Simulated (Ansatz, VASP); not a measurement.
**CsTi2 in VASP and in Ansatz**

```xyz
3
Lattice="3.2623 0.0000 0.0000 -1.6311 2.8252 0.0000 0.0000 0.0000 8.8638" Properties=species:S:1:pos:R:3 pbc="T T T"
Cs    0.0000    0.0000    0.0000
Ti    1.6311    0.9417    5.4294
Ti    0.0000    1.8835    3.4343
```

Alike in both runs: functional PBE; k mesh 6 × 6 × 2; occupations gaussian, width 0.1 eV; no spin polarisation.

Ansatz relaxed the structure, and its values are those at the end. VASP's run is a single point on that final structure, the one shown.

```csv
,VASP,Ansatz
version,VASP 6.6.1,Ansatz 0.2.0
potentials or method,"VASP PAW PBE potentials, release 64 (Cs_sv, Ti_sv), cutoff 520 eV","scalar-relativistic, plane waves, PAW"
valence electrons in the cell,33,33
```

```csv
,VASP,Ansatz,Ansatz less VASP
gap on the k mesh at the Fermi level (eV),none,none,-
pressure (GPa),0.1,0.0,-0.13
rms of the force components (eV/Å),0.001,0.004,+0.0026
```

A gap of «none» marks a metal or a gap that the smearing closes.

The k mesh is coarse, so the values compare programs but aren't converged. Neither program's run includes spin-orbit coupling.
